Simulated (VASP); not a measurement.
# TiSi4Ni3 (Pmm2) in VASP: single point with PBE

Aim: the single point of TiSi4Ni3 with PBE.

Everything below comes from runs of VASP 6.6.1. Logs are shortened: lines on timing, memory, paths and dates and some standing lists are left out, and cuts for length are marked.

## (1) The cell of the first run

Symmetry: Pmm2, No. 25, orthorhombic system. Conventional cell: a = 3.727 Å, b = 5.809 Å, c = 4.755 Å, α = 90.00°, β = 90.00°, γ = 90.00°. Ti (site symmetry mm2) has 8 Si at 2.58 to 2.84 Å and 6 Ni at 2.92 to 3.12 Å within 3.4 Å. Si (site symmetry m) has 5 Ni at 2.33 to 2.41 Å and 2 Ti at 2.67 to 2.84 Å and 4 Si at 2.71 to 3.04 Å within 3.1 Å. Within 3.1 Å of Si (site symmetry m) lie 5 Ni at 2.38 to 2.95 Å and 3 Si at 2.40 to 2.71 Å and 2 Ti at 2.58 Å. Within 3.1 Å of Ni (site symmetry mm2) lie 6 Si at 2.33 to 2.42 Å and 2 Ti at 2.92 Å and 2 Ni at 2.92 Å. Within 3.1 Å of Ni (site symmetry mm2) lie 8 Si at 2.38 to 2.95 Å and 4 Ni at 2.53 to 2.92 Å. Ni (site symmetry mm2) has 6 Si at 2.37 to 2.43 Å and 2 Ni at 2.53 Å and 2 Ti at 2.94 Å within 3.1 Å.

## (2) Single point, PBE

The input, INCAR:

```
SYSTEM = TiSi4Ni3
PREC = Accurate
ENCUT = 520
EDIFF = 1E-7
ISMEAR = 0
SIGMA = 0.1
LREAL = .FALSE.
LASPH = .TRUE.
NELM = 80
ALGO = Normal
ISIF = 2
LWAVE = .FALSE.
LCHARG = .TRUE.
GGA = PE
LELF = .TRUE.
LVHAR = .TRUE.
NBANDS = 39
```

The input, KPOINTS:

```
regular mesh
0
G
  10 8 8
  0 0 0
```

The input, POSCAR:

```
TiSi4Ni3
1.0
    3.7269282645      0.0000000000      0.0000000000
    0.0000000000      5.8085522571      0.0000000000
    0.0000000000      0.0000000000      4.7550129569
Ti Si Ni
1 4 3
Direct
    0.0000000000      0.5000000000      0.0277345242
    0.0000000000      0.7385835943      0.5484514461
    0.0000000000      0.2614164057      0.5484514461
    0.5000000000      0.2065091688      0.1392038711
    0.5000000000      0.7934908312      0.1392038711
    0.5000000000      0.5000000000      0.5012106348
    0.5000000000      0.0000000000      0.5716421254
    0.0000000000      0.0000000000      0.9301020810
```

Potentials or basis: VASP PAW PBE potentials, release 64 (Ti_sv, Si, Ni).

The run is started by

```bash
$ cat potpaw_PBE.64/Ti_sv/POTCAR potpaw_PBE.64/Si/POTCAR potpaw_PBE.64/Ni/POTCAR > POTCAR
$ mpirun -np 1 vasp_std > vasp.out
```

OUTCAR:

```text
SYSTEM = TiSi4Ni3
   PREC = Accurate
   ENCUT = 520
   EDIFF = 1E-7
   ISMEAR = 0
   LREAL = .FALSE.
   LASPH = .TRUE.
   NELM = 80
   ISIF = 2
   GGA = PE

 ion  position               nearest neighbor table
   1  0.000  0.500  0.028-   4 2.58   5 2.58   4 2.58   5 2.58   2 2.67   3 2.67   2 2.84   3 2.84
                             6 2.92   6 2.92   8 2.94   8 2.94
   2  0.000  0.739  0.548-   6 2.33   6 2.33   8 2.37   7 2.41   7 2.41   1 2.67   5 2.71   5 2.71
                             3 2.77   1 2.84   3 3.04
   3  0.000  0.261  0.548-   6 2.33   6 2.33   8 2.37   7 2.41   7 2.41   1 2.67   4 2.71   4 2.71
                             2 2.77   1 2.84   2 3.04
   4  0.500  0.207  0.139-   7 2.38   5 2.40   6 2.42   8 2.43   8 2.43   1 2.58   1 2.58   3 2.71
                             3 2.71   7 2.95
   5  0.500  0.793  0.139-   7 2.38   4 2.40   6 2.42   8 2.43   8 2.43   1 2.58   1 2.58   2 2.71
                             2 2.71   7 2.95
   6  0.500  0.500  0.501-   2 2.33   3 2.33   2 2.33   3 2.33   4 2.42   5 2.42   1 2.92   1 2.92
                             7 2.92   7 2.92
   7  0.500  0.000  0.572-   4 2.38   5 2.38   2 2.41   3 2.41   2 2.41   3 2.41   8 2.53   8 2.53
                             6 2.92   6 2.92   4 2.95   5 2.95
   8  0.000  0.000  0.930-   2 2.37   3 2.37   4 2.43   5 2.43   4 2.43   5 2.43   7 2.53   7 2.53
                             1 2.94   1 2.94

  LATTYP: Found a simple orthorhombic cell.
 ALAT       =     3.7269282645
 B/A-ratio  =     1.2758530939
 C/A-ratio  =     1.5585361040

  Lattice vectors:

 A1 = (  -3.7269282645,   0.0000000000,   0.0000000000)
 A2 = (   0.0000000000,   0.0000000000,   4.7550129569)
 A3 = (   0.0000000000,   5.8085522571,   0.0000000000)

Analysis of symmetry for initial positions (statically):
=====================================================================
 Subroutine PRICEL returns:
 Original cell was already a primitive cell.

 Routine SETGRP: Setting up the symmetry group for a
 simple orthorhombic supercell.

 Subroutine GETGRP returns: Found  4 space group operations
 (whereof  4 operations were pure point group operations)
 out of a pool of  8 trial point group operations.

The static configuration has the point symmetry C_2v.

Analysis of symmetry for dynamics (positions and initial velocities):
=====================================================================
 Subroutine PRICEL returns:
 Original cell was already a primitive cell.

 Routine SETGRP: Setting up the symmetry group for a
 simple orthorhombic supercell.

 Subroutine GETGRP returns: Found  4 space group operations
 (whereof  4 operations were pure point group operations)
 out of a pool of  8 trial point group operations.

The dynamic configuration has the point symmetry C_2v.

 Subroutine INISYM returns: Found  4 space group operations
 (whereof  4 operations are pure point group operations),
 and found     1 'primitive' translations

----------------------------------------------------------------------------------------

                                     Primitive cell

  volume of cell :     102.9368

  direct lattice vectors                    reciprocal lattice vectors
     3.726928265  0.000000000  0.000000000     0.268317480  0.000000000  0.000000000
     0.000000000  5.808552257  0.000000000     0.000000000  0.172159939  0.000000000
     0.000000000  0.000000000  4.755012957     0.000000000  0.000000000  0.210304369

  length of vectors
     3.726928265  5.808552257  4.755012957     0.268317480  0.172159939  0.210304369

  position of ions in fractional coordinates (direct lattice)
     0.000000000  0.500000000  0.027734524
     0.000000000  0.738583594  0.548451446
     0.000000000  0.261416406  0.548451446
     0.500000000  0.206509169  0.139203871
     0.500000000  0.793490831  0.139203871
     0.500000000  0.500000000  0.501210635
     0.500000000  0.000000000  0.571642125
     0.000000000  0.000000000  0.930102081

  ion indices of the primitive-cell ions
   primitive index   ion index
                 1           1
                 2           2
                 3           3
                 4           4
                 5           5
                 6           6
                 7           7
                 8           8

----------------------------------------------------------------------------------------

 KPOINTS: regular mesh

Automatic generation of k-mesh.
 Grid dimensions read from file:
 generate k-points for:   10    8    8

 Generating k-lattice:

  Cartesian coordinates                     Fractional coordinates (reciprocal lattice)
     0.026831748  0.000000000  0.000000000     0.100000000  0.000000000  0.000000000
     0.000000000  0.021519992  0.000000000     0.000000000  0.125000000  0.000000000
     0.000000000  0.000000000  0.026288046     0.000000000  0.000000000  0.125000000

  Length of vectors
     0.026831748  0.021519992  0.026288046

  Shift w.r.t. Gamma in fractional coordinates (k-lattice)
     0.000000000  0.000000000  0.000000000

 Subroutine IBZKPT returns following result:
 ===========================================

 Found    150 irreducible k-points:

 Following reciprocal coordinates:
            Coordinates               Weight
  0.000000  0.000000  0.000000      1.000000
  0.100000  0.000000  0.000000      2.000000
  0.200000  0.000000  0.000000      2.000000
  0.300000  0.000000  0.000000      2.000000
  0.400000  0.000000  0.000000      2.000000
  0.500000  0.000000  0.000000      1.000000
[... 16 lines left out ...]
  0.400000  0.375000  0.000000      4.000000
  0.500000  0.375000  0.000000      2.000000
 [... further k-points ...]
   k-points           NKPTS =    150   k-points in BZ     NKDIM =    150   number of bands    NBANDS=     39
   number of dos      NEDOS =    301   number of ions     NIONS =      8
   total plane-waves  NPLWV =  48384
   dimension x,y,z NGX =    28 NGY =   48 NGZ =   36
   dimension x,y,z NGXF=    56 NGYF=   96 NGZF=   72
   ions per type =               1   4   3
   NGX,Y,Z   is equivalent  to a cutoff of  12.49, 13.74, 12.59 a.u.
   NGXF,Y,Z  is equivalent  to a cutoff of  24.98, 27.48, 25.17 a.u.
 SYSTEM =  TiSi4Ni3
   PREC   = accura    normal or accurate (medium, high low for compatibility)
   ISTART =      0    job   : 0-new  1-cont  2-samecut
   ICHARG =      2    charge: 1-file 2-atom 10-const
   ISPIN  =      1    spin polarized calculation?
   LNONCOLLINEAR =      F non collinear calculations
   LSORBIT =      F    spin-orbit coupling
   LASPH  =      T    aspherical Exc in radial PAW
   ENCUT  =  520.0 eV  38.22 Ry    6.18 a.u.   6.93 10.80  8.84*2*pi/ulx,y,z
   NELM   =     80;   NELMIN=  2; NELMDL= -5     # of ELM steps
   EDIFF  = 0.1E-06   stopping-criterion for ELM
   LREAL  =      F    real-space projection
   EDIFFG = 0.1E-05   stopping-criterion for IOM
   NSW    =      0    number of steps for IOM
   IBRION =     -1    ionic relax: 0-MD 1-quasi-New 2-CG
   NFREE  =      0    steps in history (QN), initial steepest desc. (CG)
   ISIF   =      2    stress and relaxation
   ISYM   =      2    0-nonsym 1-usesym 2-fastsym
   POTIM  = 0.5000    time-step for ionic-motion
   TEBEG  =    0.0;   TEEND  =   0.0 temperature during run
   PSTRESS=    0.0 pullay stress
   NELECT =      58.0000    total number of electrons
   NUPDOWN=      -1.0000    fix difference up-down
   EMIN   =  10.00;   EMAX   =-10.00  energy-range for DOS
   EFERMI =   0.00;   METHOD = LEGACY
   ISMEAR =     0;   SIGMA  =   0.10  broadening in eV -4-tet -1-fermi 0-gaus
   EFERMI_NEDOS =   21; number of points for ismear=-14 and -15
   IALGO  =     38    algorithm
   IMIX   =      4    mixing-type and parameters
     AMIX     =   0.40;   BMIX     =  1.00
     AMIX_MAG =   1.60;   BMIX_MAG =  1.00
  volume/ion in A,a.u.               =      12.87        86.83
  Fermi-wavevector in a.u.,A,eV,Ry     =   1.352158  2.555207 24.875939  1.828330
  Thomas-Fermi vector in A             =   2.479520
   LORBIT       =      0    0 simple, 1 ext, 2 COOP (PROOUT), +10 PAW based schemes
   GGA     = PE    functional components
   LHFCALC =     F    Hartree Fock is set to
   AEXX    =    0.0000 exact exchange contribution
   IVDW    =     0    specifies the selected vdW correction
   LEPSILON=     F    determine dielectric tensor
   LRPA    =     F    only Hartree local field effects (RPA)
 non-spin polarized calculation
 Gauss-broadening in eV      SIGMA  =   0.10
  energy-cutoff  :      520.00
  volume of cell :      102.94
 maximum number of plane-waves:      2798
 NGX is ok and might be reduce to    28
   NGX = 13   NGY = 21   NGZ = 17

 number of electron      57.9999967 magnetization

 Free energy of the ion-electron system (eV)
  ---------------------------------------------------
  ext. energy  EPLUGINS =         0.00000000
  ---------------------------------------------------
  free energy    TOTEN  =       -49.02320513 eV

  energy without entropy =      -49.00892416  energy(sigma->0) =      -49.01606464

 E-fermi :  10.1659     XC(G=0): -12.0185

 val. band max:       10.1635397804   @ k =   0.1000   0.0000   0.1250
 cond. band min:      10.1692023267   @ k =   0.5000   0.2500   0.0000
 fundamental gap:      0.0056625463
 Fermi energy:        10.1659041923

 k-point     1 :       0.0000    0.0000    0.0000
  band No.  band energies     occupation
      1     -46.5130      2.00000
      2     -22.8762      2.00000
      3     -22.8262      2.00000
      4     -22.7406      2.00000
      5      -2.5958      2.00000
      6       0.9994      2.00000
[... 31 lines left out ...]
     38      14.2619      0.00000
     39      14.2762      0.00000

 k-point     2 :       0.1000    0.0000    0.0000
  band No.  band energies     occupation
      1     -46.5128      2.00000
      2     -22.8759      2.00000
      3     -22.8297      2.00000
      4     -22.7401      2.00000
      5      -2.4920      2.00000
      6       1.0690      2.00000
[... 913 lines left out ...]
     38      13.6498      0.00000
     39      14.0755      0.00000

 k-point    24 :       0.5000    0.3750    0.0000
  band No.  band energies     occupation
      1     -46.5111      2.00000
      2     -22.8732      2.00000
      3     -22.8632      2.00000
      4     -22.7362      2.00000
      5      -0.0598      2.00000
      6       0.4636      2.00000
[... 31 lines left out ...]
     38      13.6996      0.00000
     39      13.8970      0.00000

 [... further k-points ...]

------------------------ aborting loop because EDIFF is reached ----------------------------------------

  FORCE on cell =-STRESS in cart. coord.  units (eV):
  Direction    XX          YY          ZZ          XY          YZ          ZX
  --------------------------------------------------------------------------------------
  -------------------------------------------------------------------------------------
  Total        0.1019861      0.0479450      0.0195442      0.0000000      0.0000000      0.0000000
  in kB        1.5873808      0.7462487      0.3041995      0.0000000      0.0000000      0.0000000
  external PRESSURE =       0.8792763 kB  Pullay stress =       0.0000000 kB

 VOLUME and BASIS-vectors are now :
 -----------------------------------------------------------------------------
  energy-cutoff  :      520.00
  volume of cell :      102.94
      direct lattice vectors                 reciprocal lattice vectors
     3.726928265  0.000000000  0.000000000     0.268317480  0.000000000  0.000000000
     0.000000000  5.808552257  0.000000000     0.000000000  0.172159939  0.000000000
     0.000000000  0.000000000  4.755012957     0.000000000  0.000000000  0.210304369

 POSITION                                       TOTAL-FORCE (eV/Angst)
 -----------------------------------------------------------------------------------
      0.00000      2.90428      0.13188        -0.000000      0.000000     -0.000712
      0.00000      4.29010      2.60789        -0.000000     -0.003831     -0.011817
      0.00000      1.51845      2.60789        -0.000000      0.003831     -0.011817
      1.86346      1.19952      0.66192         0.000000      0.001952     -0.000466
      1.86346      4.60903      0.66192         0.000000     -0.001952     -0.000466
      1.86346      2.90428      2.38326        -0.000000      0.000000      0.002765
      1.86346      0.00000      2.71817        -0.000000      0.000000      0.015005
      0.00000      0.00000      4.42265        -0.000000      0.000000      0.007508
 -----------------------------------------------------------------------------------
    total drift:                                0.000000      0.000000      0.000300

  FREE ENERGIE OF THE ION-ELECTRON SYSTEM (eV)
  ---------------------------------------------------
  free  energy   TOTEN  =       -49.0232051300 eV

  energy  without entropy=      -49.0089241580  energy(sigma->0) =      -49.01606464
```

Wall time 20 min (1 thread of Oxide Virtual Turin-like, shared host); peak memory 0.56 GiB.

What came out:

```yaml
Free_energy: -49.0232 eV
Pressure: 0.1 GPa
Largest_force: 0.015 eV/Å
Band_gap_on_the_k_mesh: zero (band 29 reaches 10.90 eV, above the bottom of band 30 at 9.60 eV)
```

Forces on the atoms (eV/Å):
```
Ti   0.000  0.000 -0.001
Si   0.000 -0.004 -0.012
Si   0.000  0.004 -0.012
Si   0.000  0.002  0.000
Si   0.000 -0.002  0.000
Ni   0.000  0.000  0.003
Ni   0.000  0.000  0.015
Ni   0.000  0.000  0.008
```

Stress tensor (GPa, compression positive):
```
0.16 0.00 0.00
0.00 0.07 0.00
0.00 0.00 0.03
```

Levels at points of the mesh, in eV from the Fermi level:
```
           k point  band 27  band 28  band 29  band 30  band 31  band 32
(0.00, 0.00, 0.00)    -0.46    -0.39    -0.08     0.10     1.33     1.67
(0.50, 0.00, 0.00)    -1.08    -0.92    -0.87    -0.57     0.31     1.45
(0.00, 0.50, 0.00)    -1.00    -0.74    -0.18     0.82     0.94     1.25
(0.50, 0.50, 0.00)    -1.24    -0.75    -0.23     0.06     0.28     0.96
(0.00, 0.00, 0.50)    -1.01    -0.15     0.74     0.84     0.85     1.85
(0.50, 0.00, 0.50)    -1.37    -1.01    -0.76    -0.28     0.21     1.98
(0.00, 0.50, 0.50)    -0.77    -0.70     0.57     0.84     1.20     1.37
(0.50, 0.50, 0.50)    -1.38    -1.08     0.14     0.42     1.43     1.71
```
